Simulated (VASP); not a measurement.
# Gd (Fm-3m) in VASP: further runs, part 2 of 2

VASP 6.6.1. Earlier steps stand in the parts before.

## Step 3: Relaxation of cell and atoms, r2SCAN, collinear spin, ferromagnetic start

This run uses another cell than the first one, of 34.58 Å³/atom.

File POSCAR:

```
Gd
1.0
    0.0000000000      2.5858190000      2.5858190000
    2.5858190000      0.0000000000      2.5858190000
    2.5858190000      2.5858190000      0.0000000000
Gd
1
Direct
    0.0000000000      0.0000000000      0.0000000000
```

File INCAR.step1:

```
SYSTEM = Gd
ALGO     = Normal         ! electronic algorithm
EDIFF    = 1E-4           ! SCF threshold, eV
ENCUT    = 600            ! plane-wave cutoff, eV
GGA      = PE             ! functional
ISMEAR   = 1              ! smearing method
ISPIN    = 2              ! spin polarisation
LASPH    = .TRUE.         ! aspherical terms in the spheres
LCHARG   = .FALSE.        ! write CHGCAR
LMAXMIX  = 6              ! l up to which the mixer works
LREAL    = .FALSE.        ! projectors in reciprocal space
LWAVE    = .TRUE.         ! write WAVECAR
MAGMOM   = 7              ! initial moments
NELM     = 150            ! most SCF steps
PREC     = Accurate       ! precision mode
SIGMA    = 0.05           ! smearing width, eV
```

File INCAR.step2:

```
SYSTEM = Gd
ALGO     = Normal         ! electronic algorithm
EDIFF    = 1E-6           ! SCF threshold, eV
EDIFFG   = -0.03          ! ionic threshold
ENCUT    = 600            ! plane-wave cutoff, eV
IBRION   = 2              ! ionic algorithm
ISIF     = 3              ! what is computed and relaxed
ISMEAR   = 1              ! smearing method
ISPIN    = 2              ! spin polarisation
ISTART   = 1            
LASPH    = .TRUE.         ! aspherical terms in the spheres
LCHARG   = .FALSE.        ! write CHGCAR
LMAXMIX  = 6              ! l up to which the mixer works
LMIXTAU  = .TRUE.       
LORBIT   = 11             ! projections on sites
LREAL    = .FALSE.        ! projectors in reciprocal space
LWAVE    = .FALSE.        ! write WAVECAR
MAGMOM   = 7              ! initial moments
METAGGA  = R2SCAN         ! meta-GGA
NELM     = 150            ! most SCF steps
NSW      = 80             ! ionic steps
PREC     = Accurate       ! precision mode
SIGMA    = 0.05           ! smearing width, eV
```

File KPOINTS:

```
k-points
0
G
  8 8 8
  0 0 0
```

Potentials or basis: VASP PAW PBE potentials, release 64 (Gd).

On the command line:

```sh
cat potpaw_PBE.64/Gd/POTCAR > POTCAR
cp INCAR.step1 INCAR
mpirun -np 1 vasp_std > vasp.out
cp INCAR.step2 INCAR
mpirun -np 1 vasp_std > vasp.out
```

OUTCAR:

```text
SYSTEM = Gd
   EDIFF = 1E-6
   EDIFFG = -0.03
   ENCUT = 600
   IBRION = 2
   ISIF = 3
   ISMEAR = 1
   ISPIN = 2
   ISTART = 1
   LASPH = .TRUE.
   LORBIT = 11
   LREAL = .FALSE.
   METAGGA = R2SCAN
   NELM = 150
   NSW = 80
   PREC = Accurate

 ion  position               nearest neighbor table
   1  0.000  0.000  0.000-

  LATTYP: Found a face centered cubic cell.
 ALAT       =     5.1716380000

  Lattice vectors:

 A1 = (   0.0000000000,   2.5858190000,   2.5858190000)
 A2 = (   2.5858190000,   0.0000000000,   2.5858190000)
 A3 = (   2.5858190000,   2.5858190000,   0.0000000000)

Analysis of symmetry for initial positions (statically):
=====================================================================
 Subroutine PRICEL returns:
 Original cell was already a primitive cell.

 Routine SETGRP: Setting up the symmetry group for a
 face centered cubic supercell.

 Subroutine GETGRP returns: Found 48 space group operations
 (whereof 48 operations were pure point group operations)
 out of a pool of 48 trial point group operations.

The static configuration has the point symmetry O_h .

Analysis of symmetry for dynamics (positions and initial velocities):
=====================================================================
 Subroutine PRICEL returns:
 Original cell was already a primitive cell.

 Routine SETGRP: Setting up the symmetry group for a
 face centered cubic supercell.

 Subroutine GETGRP returns: Found 48 space group operations
 (whereof 48 operations were pure point group operations)
 out of a pool of 48 trial point group operations.

The dynamic configuration has the point symmetry O_h .

Analysis of structural, dynamic, and magnetic symmetry:
=====================================================================
 Subroutine PRICEL returns:
 Original cell was already a primitive cell.
[... 130 lines left out ...]
   LORBIT       =     11    0 simple, 1 ext, 2 COOP (PROOUT), +10 PAW based schemes
   METAGGA = R2SCAN    functional components
   LHFCALC =     F    Hartree Fock is set to
   AEXX    =    0.0000 exact exchange contribution
   IVDW    =     0    specifies the selected vdW correction
   LEPSILON=     F    determine dielectric tensor
   LRPA    =     F    only Hartree local field effects (RPA)
 conjugate gradient relaxation of ions
 spin polarized calculation
 Methfessel and Paxton  Order N= 1 SIGMA  =   0.05
  energy-cutoff  :      600.00
  volume of cell :       34.58
 maximum number of plane-waves:      1174
 NGX is ok and might be reduce to    30
   NGX = 15   NGY = 15   NGZ = 15

--------------------------------------- Ionic step        1  -------------------------------------------

 number of electron      17.9999996 magnetization       8.1888684

 Free energy of the ion-electron system (eV)
  ---------------------------------------------------
  ext. energy  EPLUGINS =         0.00000000
  ---------------------------------------------------
  free energy    TOTEN  =       -41.02740056 eV

  energy without entropy =      -41.02729896  energy(sigma->0) =      -41.02736670

------------------------ aborting loop because EDIFF is reached ----------------------------------------

  FORCE on cell =-STRESS in cart. coord.  units (eV):
  Direction    XX          YY          ZZ          XY          YZ          ZX
  --------------------------------------------------------------------------------------
  -------------------------------------------------------------------------------------
  Total        0.1328538      0.1328538      0.1328538      0.0000000     -0.0000000     -0.0000000
  in kB        6.1554562      6.1554562      6.1554562      0.0000000     -0.0000000     -0.0000000
  external PRESSURE =       6.1554562 kB  Pullay stress =       0.0000000 kB
[... 57 lines left out ...]
--------------------------------------- Ionic step        3  -------------------------------------------

 number of electron      17.9999994 magnetization       8.1867090

 Free energy of the ion-electron system (eV)
  ---------------------------------------------------
  ext. energy  EPLUGINS =         0.00000000
  ---------------------------------------------------
  free energy    TOTEN  =       -41.02838393 eV

  energy without entropy =      -41.02845280  energy(sigma->0) =      -41.02840688

 E-fermi :   2.6613     XC(G=0): -10.3118

 val. band max:        2.6239776872   @ k =   0.3750   0.0000   0.0000
 cond. band min:       2.6717605321   @ k =  -0.3750   0.2500   0.0000
 fundamental gap:      0.0477828449
 Fermi energy:         2.6613454086

 spin component 1

 k-point     1 :       0.0000    0.0000    0.0000
  band No.  band energies     occupation
      1     -44.6723      1.00000
      2     -21.0366      1.00000
      3     -21.0366      1.00000
      4     -21.0366      1.00000
      5      -3.2673      1.00000
      6      -3.1659      1.00000
[... 459 lines left out ...]
      6      -3.1888      1.00000
[... 9 lines left out ...]
     16       7.2209      0.00000
     17       8.7815      0.00000

 [... further k-points ...]

 spin component 2

 k-point     1 :       0.0000    0.0000    0.0000
  band No.  band energies     occupation
      1     -40.6862      1.00000
      2     -18.1302      1.00000
      3     -18.1302      1.00000
      4     -18.1302      1.00000
      5      -1.0815      1.00000
      6       3.9358      0.00000
[... 499 lines left out ...]
  FREE ENERGIE OF THE ION-ELECTRON SYSTEM (eV)
  ---------------------------------------------------
  free  energy   TOTEN  =       -41.0283839267 eV

  energy  without entropy=      -41.0284527997  energy(sigma->0) =      -41.02840688

 reached required accuracy - stopping structural energy minimisation

 total charge

# of ion       s       p       d       f       tot
--------------------------------------------------
    1        2.070   5.615   0.550   6.929  15.164

 magnetization (x)

# of ion       s       p       d       f       tot
--------------------------------------------------
    1        0.006  -0.084   0.324   6.902   7.148
```

OSZICAR.step1:

```text
N       E                     dE             d eps       ncg     rms          rms(c)
DAV:   1     0.100512586600E+03    0.10051E+03   -0.72353E+03  2452   0.594E+03
DAV:   2     0.604777191667E+01   -0.94465E+02   -0.83774E+02  2565   0.327E+02
DAV:   3    -0.800558981256E+01   -0.14053E+02   -0.13760E+02  3015   0.112E+02
DAV:   4    -0.941760854327E+01   -0.14120E+01   -0.14062E+01  3823   0.276E+01
[... 10 lines left out ...]
DAV:  15    -0.116547471737E+02   -0.46289E-03   -0.46655E-03  2620   0.154E+00    0.259E+00
DAV:  16    -0.116545828784E+02    0.16430E-03   -0.29279E-04  2596   0.522E-01    0.695E-01
DAV:  17    -0.116553343479E+02   -0.75147E-03   -0.99974E-04  3158   0.740E-01    0.151E+00
DAV:  18    -0.116543101772E+02    0.10242E-02   -0.38495E-03  2567   0.141E+00    0.313E-01
DAV:  19    -0.116543370463E+02   -0.26869E-04   -0.14895E-04  1761   0.111E-01
   1 F= -.11654337E+02 E0= -.11654071E+02  d E =-.797779E-03  mag=     7.5590
```

It took 5.1 min on 1 thread of Intel Xeon 6975P-C (Granite Rapids), shared host; peak memory 0.24 GiB.

What came out:

- Free energy: -41.0284 eV
- Relaxed volume: 35.10 Å³/atom
- Relaxed cell: a = 3.675 Å, b = 3.675 Å, c = 3.675 Å, α = 60.00°, β = 60.00°, γ = 60.00°
- Space group after relaxing (to 0.1 Å): Fm-3m (No. 225)
- Energy gained by relaxing: 1.0 meV/atom
- Ionic steps: 3
- Pressure after relaxing: 0.1 GPa
- Net moment: 8.19 μB per cell
- Site moments: Gd +7.15 μB
- Valence electrons inside the program's atomic spheres: Gd 15.16

Step by step:
```csv
step,energy change (eV),largest force (eV/Å),pressure (GPa),volume (Å³)
1,0.0000,0.0000,0.62,34.58
2,-0.0009,0.0000,-0.16,35.25
3,-0.0010,0.0000,0.08,35.10
```

Final structure:
```
Gd
1.0
     0.00000    2.59880    2.59880
     2.59880    0.00000    2.59880
     2.59880    2.59880    0.00000
Gd
1
Direct
  0.00000 0.00000 0.00000
```

Caveat: the PAW data sets were made with another functional, which shifts forces and pressure a little; spin-orbit coupling is left out, which moves the levels of the heavy elements; semilocal functionals describe open f shells poorly, which spoils levels, moments and volumes. The state reached can hang on the start; a lower one may exist.
